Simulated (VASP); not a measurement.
Wanted: the native input for a VASP 6.6.1 run.

| Item | Value |
| --- | --- |
| Task | single point |
| Functional | PBEsol-based global hybrid with 25 % exact exchange |
| Potentials or basis | VASP PAW PBE potentials, release 64 (Ta_pv, N) |
| Cutoff | 520 eV |
| k mesh | 5 × 5 × 5 |
| Occupations | fermi-dirac, width 0.05 eV |
| Spin | no spin polarisation |
| Dipole correction | no |
| Grid for exact exchange (PRECFOCK) | Normal |
| Share of exact exchange | 0.25 |
| Further INCAR settings | ALGO = Normal; EDIFF = 1e-06; NBANDS = 15 |

TaN:

```
Ta N
1.0
     2.71251    0.00000    0.00000
     0.00000    2.71251    0.00000
     0.00000    0.00000    2.71251
Ta N
1 1
Direct
  0.00000 0.00000 0.00000
  0.50000 0.50000 0.50000
```

These files were run (other wordings do the same):

POSCAR

```
TaN
1.0
    2.7125075031      0.0000000000      0.0000000000
    0.0000000000      2.7125075031      0.0000000000
    0.0000000000      0.0000000000      2.7125075031
Ta N
1 1
Direct
    0.0000000000      0.0000000000      0.0000000000
    0.5000000000      0.5000000000      0.5000000000
```

INCAR.step1

```
SYSTEM = TaN
ALGO = Normal ; EDIFF = 1E-5
ENCUT = 520 ; GGA = PE
ISIF = 2 ; ISMEAR = -1
LASPH = .TRUE. ; LREAL = .FALSE.
LWAVE = .TRUE. ; NBANDS = 15
NELM = 80 ; PREC = Accurate
SIGMA = 0.05
```

INCAR.step2

```
SYSTEM = TaN
AEXX = 0.25 ; ALGO = Normal
EDIFF = 1E-6 ; ENCUT = 520
GGA = PS ; ISIF = 2
ISMEAR = -1 ; ISTART = 1
LASPH = .TRUE. ; LCHARG = .TRUE.
LELF = .TRUE. ; LHFCALC = .TRUE.
LREAL = .FALSE. ; LVHAR = .TRUE.
LWAVE = .FALSE. ; NBANDS = 15
NELM = 80 ; PREC = Accurate
PRECFOCK = Normal ; SIGMA = 0.05
```

KPOINTS

```
k-points
0
G
  5 5 5
  0 0 0
```

Potentials or basis: VASP PAW PBE potentials, release 64 (Ta_pv, N).

The run is started by

```bash
$ cat potpaw_PBE.64/Ta_pv/POTCAR potpaw_PBE.64/N/POTCAR > POTCAR
$ cp INCAR.step1 INCAR
$ mpirun -np 1 vasp_std > vasp.out
$ cp INCAR.step2 INCAR
$ mpirun -np 1 vasp_std > vasp.out
```

Results of the run:

```yaml
Pressure: -0.5 GPa
Band_gap_on_the_k_mesh: zero (bands 8 and 9 overlap by 8.07 eV)
```

Caveat: the k points lie up to 0.46 Å⁻¹ apart, too coarse for converged energies and pressures of a metal; the PAW data sets were made with another functional, which shifts forces and pressure a little; spin-orbit coupling is left out, which moves the levels of the heavy elements.

Wall time 12 min on 1 thread of Intel(R) Xeon(R) Platinum 8259CL CPU @ 2.50GHz (Skylake/Cascade Lake) (shared host), peak memory 0.14 GiB.
